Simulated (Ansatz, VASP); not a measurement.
**Al3InAs4 in VASP and in Ansatz**

File INCAR:

```
SYSTEM = Al3InAs4
PREC = Accurate
ENCUT = 600
EDIFF = 1E-6
ISMEAR = 0
SIGMA = 0.1
LREAL = .False.
LASPH = .True.
NELM = 100
ALGO = Normal
ISIF = 3
LWAVE = .False.
LCHARG = .False.
GGA = PE
IBRION = 2
NSW = 90
EDIFFG = -0.04
```

File KPOINTS:

```
regular mesh
0
Gamma
  4 4 2
  0 0 0
```

File POSCAR:

```
Al3InAs4
1.0
    3.9005255000      0.0000000000      0.0000000000
    0.0000000000      3.9005255000      0.0000000000
    0.0000000000      0.0000000000     11.0323521300
Al In As
3 1 4
Direct
    0.5000000000      0.5000000000      0.2500000000
    0.0000000000      0.0000000000      0.5000000000
    0.5000000000      0.5000000000      0.7500000000
    0.0000000000      0.0000000000      0.0000000000
    0.5000000000      0.0000000000      0.1250000000
    0.0000000000      0.5000000000      0.3750000000
    0.5000000000      0.0000000000      0.6250000000
    0.0000000000      0.5000000000      0.8750000000
```

Input for Ansatz:

```yaml
crystal:
  lattice:
    - [3.9005255, 0.0, 0.0]
    - [0.0, 3.9005255, 0.0]
    - [0.0, 0.0, 11.03235213]
  atoms:
    - { symbol: Al, position: [0.5, 0.5, 0.25] }
    - { symbol: Al, position: [0.0, 0.0, 0.5] }
    - { symbol: Al, position: [0.5, 0.5, 0.75] }
    - { symbol: In, position: [0.0, 0.0, 0.0] }
    - { symbol: As, position: [0.5, 0.0, 0.125] }
    - { symbol: As, position: [0.0, 0.5, 0.375] }
    - { symbol: As, position: [0.5, 0.0, 0.625] }
    - { symbol: As, position: [0.0, 0.5, 0.875] }
basis:
  ecutwfc: 420
kpoints:
  mp_grid: { grid: [4, 4, 2] }
hamiltonian:
  xc: pbe
scf:
  occupations: { method: gaussian, width: 0.1 }
  lower_state_search: "off"
output:
  forces: true
  stress: true
  eigenvalues: true
relax:
  adjacent_minimum: "off"
  f_tol: 0.04
  max_steps: 70
  cell: { stress_tol: 0.4 }
```

Alike in both runs: task relaxation of cell and atoms; functional PBE; k mesh 4 × 4 × 2; occupations gaussian, width 0.1 eV; no spin polarisation.

```csv
,VASP,Ansatz
version,VASP 6.6.1,Ansatz 0.2.0
potentials or method,"VASP PAW PBE potentials, release 64 (Al, In_d, As), cutoff 600 eV","scalar-relativistic, plane waves, PAW"
valence electrons in the cell,42,82
```

VASP gave:

| Property | Result |
| --- | --- |
| gap on the k mesh at the Fermi level, each at its own relaxed structure (eV) | 1.03 |
| relaxed volume (Å³/atom) | 24.96 |
| relaxed length of the cell vector where the two differ most in proportion (Å) | 4.152 |

Q: What did Ansatz give for the same quantities?

A: gap on the k mesh at the Fermi level, each at its own relaxed structure (eV): 1.06; relaxed volume (Å³/atom): 24.84; relaxed length of the cell vector where the two differ most in proportion (Å): 4.142.

VASP's potentials hold 42 valence electrons a cell and Ansatz's 82, so a difference there can come from the potentials and not from the codes.

Noted on VASP's run: the volume moved by over 15 % at a fixed basis, so the end points are rough.
